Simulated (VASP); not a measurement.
## Mo: single point with LDA

The system is Mo.

```
Mo
1.0
    -1.55577    1.55577    1.55577
     1.55577   -1.55577    1.55577
     1.55577    1.55577   -1.55577
Mo
1
Direct
  0.00000 0.00000 0.00000
```

* Program: VASP 6.6.1
* Task: single point
* Functional: LDA
* Potentials or basis: VASP PAW LDA potentials, release 64 (Mo_sv)
* Cutoff: 520 eV
* k mesh: 16 × 16 × 16
* Occupations: fermi-dirac, width 0.15 eV
* Spin: no spin polarisation

```json
{"Pressure": "1.2 GPa", "Band gap on the k mesh": "zero (band 7 reaches 17.31 eV, above the bottom of band 8 at 11.63 eV)"}
```

Levels at points of the mesh, in eV from the Fermi level:
```csv
k point,band 5,band 6,band 7,band 8,band 9,band 10
"(0.00, 0.00, 0.00)",-7.34,-1.44,-1.44,-1.44,1.71,1.71
"(0.50, 0.00, 0.00)",-5.55,-3.58,1.77,1.84,2.42,5.06
"(0.50, 0.50, 0.50)",-5.75,-5.75,4.24,4.24,4.24,9.35
```

Run time: 20 s on 1 thread of Intel(R) Xeon(R) Platinum 8375C CPU @ 2.90GHz (Ice Lake) (shared host), peak memory 0.13 GiB.
